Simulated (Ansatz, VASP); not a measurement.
**One calculation of B3N2Cl, two programs**

```xyz
6
Lattice="6.0952 0.0000 0.0000 -3.0476 5.2786 0.0000 0.0000 0.0000 2.8753" Properties=species:S:1:pos:R:3 pbc="T T T"
B     0.0000    3.5191    0.0000
B     3.0476    1.7595    0.0000
B     0.0000    0.0000    0.0000
N     0.0000    3.5191    1.4376
N     3.0476    1.7595    1.4376
Cl    0.0000    0.0000    1.4376
```

Alike in both runs: task relaxation of cell and atoms; functional PBE; k mesh 6 × 6 × 14; occupations gaussian, width 0.1 eV; no spin polarisation.

```csv
,VASP,Ansatz
version,VASP 6.6.1,Ansatz 0.2.0
potentials or method,"VASP PAW PBE potentials, release 64 (B, N, Cl), cutoff 600 eV","scalar-relativistic, plane waves, PAW"
valence electrons in the cell,26,26
```

Ansatz gave:

| Property | Result |
| --- | --- |
| gap on the k mesh at the Fermi level, each at its own relaxed structure (eV) | none |
| relaxed volume (Å³/atom) | 15.88 |
| relaxed length of the cell vector where the two differ most in proportion (Å) | 6.186 |

Question: Estimate VASP's values.

Answer: gap on the k mesh at the Fermi level, each at its own relaxed structure (eV): none; relaxed volume (Å³/atom): 15.41; relaxed length of the cell vector where the two differ most in proportion (Å): 6.095.

A gap of «none» marks a metal or a gap that the smearing closes.
